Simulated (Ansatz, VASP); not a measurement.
One calculation of YAl2N3, two programs

Contents of INCAR:

```
SYSTEM = YAl2N3
PREC = Accurate
ENCUT = 520
EDIFF = 1E-6
ISMEAR = 0
SIGMA = 0.1
LREAL = .FALSE.
LASPH = .TRUE.
NELM = 100
ALGO = Normal
ISIF = 2
LWAVE = .FALSE.
LCHARG = .TRUE.
GGA = PE
LELF = .TRUE.
LVHAR = .TRUE.
NBANDS = 25
```

KPOINTS

```
Automatic mesh
0
G
  6 6 2
  0 0 0
```

Contents of POSCAR:

```
YAl2N3
1.0
    3.4332216600      0.0000000000      0.0000000000
   -1.7166108300      2.9732571700      0.0000000000
    0.0000000000      0.0000000000      8.4096412400
Y Al N
1 2 3
Direct
    0.3333333300      0.6666666700      0.6666666700
    0.0000000000      0.0000000000      0.0000000000
    0.6666666700      0.3333333300      0.3333333300
    0.3333333300      0.6666666700      0.9166666700
    0.6666666700      0.3333333300      0.5833333300
    0.0000000000      0.0000000000      0.2500000000
```

Input for Ansatz:

```yaml
crystal:
  lattice:
    - [3.43322166, 0.0, 0.0]
    - [-1.71661083, 2.97325717, 0.0]
    - [0.0, 0.0, 8.40964124]
  atoms:
    - { symbol: "Y", position: [0.33333333, 0.66666667, 0.66666667] }
    - { symbol: Al, position: [0.0, 0.0, 0.0] }
    - { symbol: Al, position: [0.66666667, 0.33333333, 0.33333333] }
    - { symbol: "N", position: [0.33333333, 0.66666667, 0.91666667] }
    - { symbol: "N", position: [0.66666667, 0.33333333, 0.58333333] }
    - { symbol: "N", position: [0.0, 0.0, 0.25] }
basis:
  ecutwfc: 420
kpoints:
  mp_grid: { grid: [6, 6, 2] }
hamiltonian:
  xc: pbe
scf:
  occupations: { method: gaussian, width: 0.1 }
  lower_state_search: "off"
output:
  forces: true
  stress: true
  eigenvalues: true
```

Alike in both runs: task single point; functional PBE; k mesh 6 × 6 × 2; occupations gaussian, width 0.1 eV; no spin polarisation.

```csv
,VASP,Ansatz
version,VASP 6.6.1,Ansatz 0.2.0
potentials or method,"VASP PAW PBE potentials, release 64 (Y_sv, Al, N), cutoff 520 eV","scalar-relativistic, plane waves, PAW"
valence electrons in the cell,32,32
```

|  | VASP | Ansatz | Ansatz less VASP |
| --- | --- | --- | --- |
| gap on the k mesh at the Fermi level (eV) | 1.66 | 1.66 | +0.005 |
| least direct gap on the mesh (eV) | 2.17 | 2.17 | +0.005 |
| pressure (GPa) | -5.6 | -5.4 | +0.18 |
| traceless stress, the component that is largest in VASP (GPa) | 0.37 | 0.37 | +0.003 |
| rms of the force components (eV/Å) | 1.290 | 1.292 | +0.0025 |

Atom by atom the forces differ by 0.003 eV/Å (rms over components).
